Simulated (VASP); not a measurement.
# B (Cmcm) in VASP: a series of runs, part 2 of 2

VASP 6.6.1.

## Step 4: Single point, LDA (volume scaled by 1.12)

Input file INCAR:

```
PREC     = Accurate       # precision mode
ENCUT    = 520            # plane-wave cutoff, eV
EDIFF    = 1E-7           # SCF threshold, eV
ISMEAR   = -1             # smearing method
SIGMA    = 0.1            # smearing width, eV
LREAL    = False          # projectors in reciprocal space
LASPH    = True           # aspherical terms in the spheres
NELM     = 100            # most SCF steps
ALGO     = Normal         # electronic algorithm
ISIF     = 2              # what is computed and relaxed
LWAVE    = False          # write WAVECAR
LCHARG   = False          # write CHGCAR
GGA      = CA             # functional
NBANDS   = 10             # bands
```

Input file KPOINTS:

```
regular mesh
0
Gamma
  22 22 13
```

Input file POSCAR:

```
B
1.0
   -2.5571883979      2.7498418063      0.8280816925
    2.7498418063     -2.5571883979      0.8280816925
    2.0427036885      2.0427036885     -0.4752366221
B
2
Direct
    0.0679677043      0.9320322957      0.0000000000
    0.6820322957      0.3179677043      0.5000000000
```

Potentials or basis: VASP PAW LDA potentials, release 64 (B).

Run with:

```console
$ cat potpaw_LDA.64/B/POTCAR > POTCAR
$ mpirun -np 1 vasp_std > vasp.out
```

OUTCAR:

```text
PREC = Accurate
   ENCUT = 520
   EDIFF = 1E-7
   ISMEAR = -1
   LREAL = False
   LASPH = True
   NELM = 100
   ISIF = 2
   GGA = CA

 ion  position               nearest neighbor table
   1  0.068  0.932  0.000-   2 1.89   2 1.89   2 1.89   2 1.89
   2  0.682  0.318  0.500-   1 1.89   1 1.89   1 1.89   1 1.89

  LATTYP: Found a base centered orthorhombic cell.
 ALAT       =     1.6784242102
 B/A-ratio  =     4.4716192993
 C/A-ratio  =     1.7442840869

  Lattice vectors:

 A1 = (  -2.5571883979,   2.7498418063,   0.8280816925)
 A2 = (   2.7498418063,  -2.5571883979,   0.8280816925)
 A3 = (   2.0427036885,   2.0427036885,  -0.4752366221)

Analysis of symmetry for initial positions (statically):
=====================================================================
 Subroutine PRICEL returns:
 Original cell was already a primitive cell.

 Routine SETGRP: Setting up the symmetry group for a
 base centered orthorhombic supercell.

 Subroutine GETGRP returns: Found  8 space group operations
 (whereof  4 operations were pure point group operations)
 out of a pool of  8 trial point group operations.

The static configuration has the point symmetry C_2v.
 The point group associated with its full space group is D_2h.

Analysis of symmetry for dynamics (positions and initial velocities):
=====================================================================
 Subroutine PRICEL returns:
 Original cell was already a primitive cell.

 Routine SETGRP: Setting up the symmetry group for a
 base centered orthorhombic supercell.

 Subroutine GETGRP returns: Found  8 space group operations
 (whereof  4 operations were pure point group operations)
 out of a pool of  8 trial point group operations.

The dynamic configuration has the point symmetry C_2v.
 The point group associated with its full space group is D_2h.

 Subroutine INISYM returns: Found  8 space group operations
 (whereof  4 operations are pure point group operations),
 and found     1 'primitive' translations

----------------------------------------------------------------------------------------

                                     Primitive cell

  volume of cell :      18.4398

  direct lattice vectors                    reciprocal lattice vectors
    -2.557188398  2.749841806  0.828081692    -0.025827547  0.162601755  0.587894885
     2.749841806 -2.557188398  0.828081692     0.162601755 -0.025827547  0.587894885
     2.042703689  2.042703689 -0.475236622     0.238323842  0.238323842 -0.055446100

  length of vectors
     3.845329863  3.845329863  2.927648641     0.610513545  0.610513545  0.341571043

  position of ions in fractional coordinates (direct lattice)
     0.067967704  0.932032296  0.000000000
     0.682032296  0.317967704  0.500000000

  ion indices of the primitive-cell ions
   primitive index   ion index
                 1           1
                 2           2

----------------------------------------------------------------------------------------

 KPOINTS: regular mesh

Automatic generation of k-mesh.
 Grid dimensions read from file:
 generate k-points for:   22   22   13

 Generating k-lattice:

[... 21 lines left out ...]
  0.136364 -0.000000 -0.000000      4.000000
  0.181818  0.000000 -0.000000      4.000000
  0.227273 -0.000000  0.000000      4.000000
[... 16 lines left out ...]
  0.500000  0.045455 -0.000000      4.000000
 -0.454545  0.045455  0.000000      4.000000
 [... further k-points ...]
   k-points           NKPTS =    931   k-points in BZ     NKDIM =    931   number of bands    NBANDS=     10
   number of dos      NEDOS =    301   number of ions     NIONS =      2
   total plane-waves  NPLWV =  21600
   dimension x,y,z NGX =    30 NGY =   30 NGZ =   24
   dimension x,y,z NGXF=    60 NGYF=   60 NGZF=   48
   ions per type =               2
   NGX,Y,Z   is equivalent  to a cutoff of  12.97, 12.97, 13.63 a.u.
   NGXF,Y,Z  is equivalent  to a cutoff of  25.94, 25.94, 27.26 a.u.
 SYSTEM =  unknown system
   PREC   = accura    normal or accurate (medium, high low for compatibility)
   ISTART =      0    job   : 0-new  1-cont  2-samecut
   ICHARG =      2    charge: 1-file 2-atom 10-const
   ISPIN  =      1    spin polarized calculation?
   LNONCOLLINEAR =      F non collinear calculations
   LSORBIT =      F    spin-orbit coupling
   LASPH  =      T    aspherical Exc in radial PAW
   ENCUT  =  520.0 eV  38.22 Ry    6.18 a.u.   7.15  7.15  5.44*2*pi/ulx,y,z
   NELM   =    100;   NELMIN=  2; NELMDL= -5     # of ELM steps
   EDIFF  = 0.1E-06   stopping-criterion for ELM
   LREAL  =      F    real-space projection
   EDIFFG = 0.1E-05   stopping-criterion for IOM
   NSW    =      0    number of steps for IOM
   IBRION =     -1    ionic relax: 0-MD 1-quasi-New 2-CG
   NFREE  =      0    steps in history (QN), initial steepest desc. (CG)
   ISIF   =      2    stress and relaxation
   ISYM   =      2    0-nonsym 1-usesym 2-fastsym
   POTIM  = 0.5000    time-step for ionic-motion
   TEBEG  =    0.0;   TEEND  =   0.0 temperature during run
   PSTRESS=    0.0 pullay stress
   NELECT =       6.0000    total number of electrons
   NUPDOWN=      -1.0000    fix difference up-down
   EMIN   =  10.00;   EMAX   =-10.00  energy-range for DOS
   EFERMI =   0.00;   METHOD = LEGACY
   ISMEAR =    -1;   SIGMA  =   0.10  broadening in eV -4-tet -1-fermi 0-gaus
   EFERMI_NEDOS =   21; number of points for ismear=-14 and -15
   IALGO  =     38    algorithm
   IMIX   =      4    mixing-type and parameters
     AMIX     =   0.40;   BMIX     =  1.00
     AMIX_MAG =   1.60;   BMIX_MAG =  1.00
  volume/ion in A,a.u.               =       9.22        62.22
  Fermi-wavevector in a.u.,A,eV,Ry     =   1.126003  2.127837 17.250588  1.267882
  Thomas-Fermi vector in A             =   2.262683
   LORBIT       =      0    0 simple, 1 ext, 2 COOP (PROOUT), +10 PAW based schemes
   GGA     = CA    functional components
   LHFCALC =     F    Hartree Fock is set to
   AEXX    =    0.0000 exact exchange contribution
   IVDW    =     0    specifies the selected vdW correction
   LEPSILON=     F    determine dielectric tensor
   LRPA    =     F    only Hartree local field effects (RPA)
 non-spin polarized calculation
  energy-cutoff  :      520.00
  volume of cell :       18.44
 maximum number of plane-waves:       512
 NGX is ok and might be reduce to    30
   NGX = 15   NGY = 15   NGZ = 11

 number of electron       6.0000000 magnetization

 Free energy of the ion-electron system (eV)
  ---------------------------------------------------
  ext. energy  EPLUGINS =         0.00000000
  ---------------------------------------------------
  free energy    TOTEN  =       -13.80111783 eV

  energy without entropy =      -13.78936613  energy(sigma->0) =      -13.79524198

 E-fermi :   4.5013     XC(G=0): -10.5830

 val. band max:        4.5010431083   @ k =  -0.4091   0.3182   0.2308
 cond. band min:       4.5090406377   @ k =   0.4091   0.2727  -0.0000
 fundamental gap:      0.0079975295
 Fermi energy:         4.5012824898

 k-point     1 :       0.0000    0.0000    0.0000
  band No.  band energies     occupation
      1     -11.0487      2.00000
      2      -0.6436      2.00000
      3      -0.6229      2.00000
      4       2.1971      2.00000
      5       7.1324      0.00000
      6      12.7568      0.00000
      7      16.2997      0.00000
      8      19.9552      0.00000
      9      22.2173      0.00000
     10      24.2274      0.00000
[... 287 lines left out ...]
 k-point    24 :      -0.4545    0.0455    0.0000
  band No.  band energies     occupation
      1      -4.8949      2.00000
      2       0.0517      2.00000
      3       7.0965      0.00000
      4       7.5748      0.00000
      5      11.7969      0.00000
      6      13.7995      0.00000
      7      14.2240      0.00000
      8      14.4583      0.00000
      9      19.1453      0.00000
     10      23.8120      0.00000

 [... further k-points ...]

------------------------ aborting loop because EDIFF is reached ----------------------------------------

  FORCE on cell =-STRESS in cart. coord.  units (eV):
  Direction    XX          YY          ZZ          XY          YZ          ZX
  --------------------------------------------------------------------------------------
  -------------------------------------------------------------------------------------
  Total       -1.2480902     -1.2480902     -4.0354950     -0.6762114     -0.2524155     -0.2524155
  in kB     -108.4424431   -108.4424431   -350.6308669    -58.7537785    -21.9315485    -21.9315485
  external PRESSURE =    -189.1719177 kB  Pullay stress =       0.0000000 kB

 VOLUME and BASIS-vectors are now :
 -----------------------------------------------------------------------------
  energy-cutoff  :      520.00
  volume of cell :       18.44
      direct lattice vectors                 reciprocal lattice vectors
    -2.557188398  2.749841806  0.828081692    -0.025827547  0.162601755  0.587894885
     2.749841806 -2.557188398  0.828081692     0.162601755 -0.025827547  0.587894885
     2.042703689  2.042703689 -0.475236622     0.238323842  0.238323842 -0.055446100

 POSITION                                       TOTAL-FORCE (eV/Angst)
 -----------------------------------------------------------------------------------
      2.38914     -2.19648      0.82808        -0.300647      0.300647      0.000000
      0.15163      2.08373      0.59046         0.300647     -0.300647     -0.000000
 -----------------------------------------------------------------------------------
    total drift:                               -0.000000     -0.000000      0.000000

  FREE ENERGIE OF THE ION-ELECTRON SYSTEM (eV)
  ---------------------------------------------------
  free  energy   TOTEN  =       -13.8011178316 eV

  energy  without entropy=      -13.7893661330  energy(sigma->0) =      -13.79524198
```

Wall time 90 s (1 thread of Intel Xeon 6975P-C (Granite Rapids), shared host); peak memory 0.25 GiB.

Results:

| Item | Value |
| --- | --- |
| Free energy | -13.8011 eV |
| Pressure | -18.9 GPa |
| Largest force | 0.425 eV/Å |
| Band gap on the k mesh | zero (band 3 reaches 9.28 eV, above the bottom of band 4 at 0.52 eV) |

Forces in eV/Å, atoms in the order of the input:
```
B   -0.301  0.301  0.000
B    0.301 -0.301  0.000
```

Caveat: the cell differs from its parent crystal (volume scaled by 1.12).

## Step 5: Single point, LDA

This run uses another cell than the first one, of 8.23 Å³/atom, 0.962 times its volume.

Input file INCAR:

```
SYSTEM = B
PREC     = Accurate       ! precision mode
ENCUT    = 520            ! plane-wave cutoff, eV
EDIFF    = 1E-7           ! SCF threshold, eV
ISMEAR   = -1             ! smearing method
SIGMA    = 0.1            ! smearing width, eV
LREAL    = .FALSE.        ! projectors in reciprocal space
LASPH    = .TRUE.         ! aspherical terms in the spheres
NELM     = 100            ! most SCF steps
ALGO     = Normal         ! electronic algorithm
ISIF     = 2              ! what is computed and relaxed
LWAVE    = .FALSE.        ! write WAVECAR
LCHARG   = .FALSE.        ! write CHGCAR
ISYM     = 0            
NBANDS   = 10             ! bands
```

Input file KPOINTS:

```
Automatic mesh
0
G
  17 17 12
  0 0 0
```

Input file POSCAR:

```
B
1.0
   -2.4623893140      2.6479007509      0.7973833732
    2.6479007509     -2.4623893140      0.7973833732
    1.9669773797      1.9669773797     -0.4576188367
B
2
Direct
    0.0679677043      0.9320322957      0.0000000000
    0.6820322957      0.3179677043      0.5000000000
```

Run with:

```console
$ cat potpaw_LDA.64/B/POTCAR > POTCAR
$ mpirun -np 1 vasp_std > vasp.out
```

Wall time 2.4 min (1 thread of Intel Xeon 6975P-C (Granite Rapids), shared host); peak memory 0.33 GiB.

Results (log left out):

| Item | Value |
| --- | --- |
| Free energy | -13.9283 eV |
| Pressure | 0.1 GPa |
| Largest force | 0.007 eV/Å |
| Band gap on the k mesh | zero (band 3 reaches 10.88 eV, above the bottom of band 4 at 0.52 eV) |

Forces in eV/Å, atoms in the order of the input:
```
B    0.005 -0.005  0.000
B   -0.005  0.005  0.000
```

Stress tensor (GPa, compression positive):
```
0.10 0.12 0.00
0.12 0.10 0.00
0.00 0.00 0.20
```

Levels at points of the mesh, in eV from the Fermi level:
| k point | band 1 | band 2 | band 3 | band 4 | band 5 | band 6 | band 7 | band 8 |
| --- | --- | --- | --- | --- | --- | --- | --- | --- |
| (0.00, 0.00, 0.00) | -16.38 | -5.52 | -5.36 | -2.65 | 3.30 | 9.01 | 12.89 | 16.55 |
| (0.00, 0.00, 0.50) | -12.95 | -12.95 | -2.81 | -2.81 | 5.36 | 5.36 | 16.15 | 16.15 |

## Step 6: Summary

| cell | k mesh | gap on the mesh (eV) | pressure (GPa) | largest force (eV/Å) |
| --- | --- | --- | --- | --- |
| a = 3.752, b = 3.752, c = 2.856 Å, angles 90.0, 90.0, 154.8°, 2 atoms | 22 × 22 × 13 | none | -7.3 | 0.18 |
| a = 3.799, b = 3.799, c = 2.892 Å, angles 90.0, 90.0, 154.8°, 2 atoms | 22 × 22 × 13 | none | -13.6 | 0.31 |
| a = 3.845, b = 3.845, c = 2.928 Å, angles 90.0, 90.0, 154.8°, 2 atoms | 22 × 22 × 13 | none | -18.9 | 0.43 |
| a = 3.703, b = 3.703, c = 2.819 Å, angles 90.0, 90.0, 154.8°, 2 atoms | 17 × 17 × 12 | none | 0.1 | 0.01 |

Alike in all rows: task single point; level LDA; potentials or basis VASP PAW LDA potentials, release 64 (B); no spin polarisation; cutoff (eV) 520; smearing fermi-dirac 0.1 eV.

Absolute energies hang on the potentials; compare differences alone.
